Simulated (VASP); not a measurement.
Wanted: the native input for a VASP 6.6.1 run.

* Task: relaxation of cell and atoms
* Functional: PBE
* Potentials or basis: VASP PAW PBE potentials, release 64 (Ca_sv)
* Cutoff: 600 eV
* k mesh: 6 × 6 × 4
* Occupations: gaussian, width 0.05 eV
* Spin: no spin polarisation
* Dipole correction: no
* Further INCAR settings: ALGO = Normal; EDIFF = 1e-06; IBRION = 2; EDIFFG = -0.03; NSW = 80; ISIF = 3

The structure of Ca lies in POSCAR:

```
Ca
1.0
    3.9453825678      0.0000000000      0.0000000000
   -1.9726912839      3.4168015314      0.0000000000
    0.0000000000      0.0000000000      6.4441248608
Ca
2
Direct
    0.3333333333      0.6666666667      0.7500000000
    0.6666666667      0.3333333333      0.2500000000
```

This isn't the form of Ca at room conditions, which is fcc.

The input as run:

INCAR

```
  PREC = Accurate
  ENCUT = 600
  EDIFF = 1E-6
  ISMEAR = 0
  SIGMA = 0.05
  LREAL = False
  LASPH = True
  NELM = 100
  ALGO = Normal
  ISIF = 3
  LWAVE = False
  LCHARG = False
  GGA = PE
  IBRION = 2
  NSW = 80
  EDIFFG = -0.03
```

KPOINTS

```
Automatic mesh
0
Gamma
  6 6 4
```

Potentials or basis: VASP PAW PBE potentials, release 64 (Ca_sv).

The run is started by

```console
$ cat potpaw_PBE.64/Ca_sv/POTCAR > POTCAR
$ mpirun -np 1 vasp_std > vasp.out
```

It gave:

```
Relaxed volume                        : 42.12 Å³/atom
Relaxed cell                          : a = 3.864 Å, b = 3.864 Å, c = 6.515 Å, α = 90.00°, β = 90.00°, γ = 120.00°
Space group after relaxing (to 0.1 Å) : P6_3/mmc (No. 194)
Energy gained by relaxing             : 2.8 meV/atom
Ionic steps                           : 7
Pressure after relaxing               : 0.1 GPa
Band gap on the k mesh                : zero (bands 10 and 11 overlap by 0.48 eV)
```

It took 51 s on 1 thread of Intel(R) Xeon(R) 6975P-C (Granite Rapids) (shared host), peak memory 0.24 GiB.
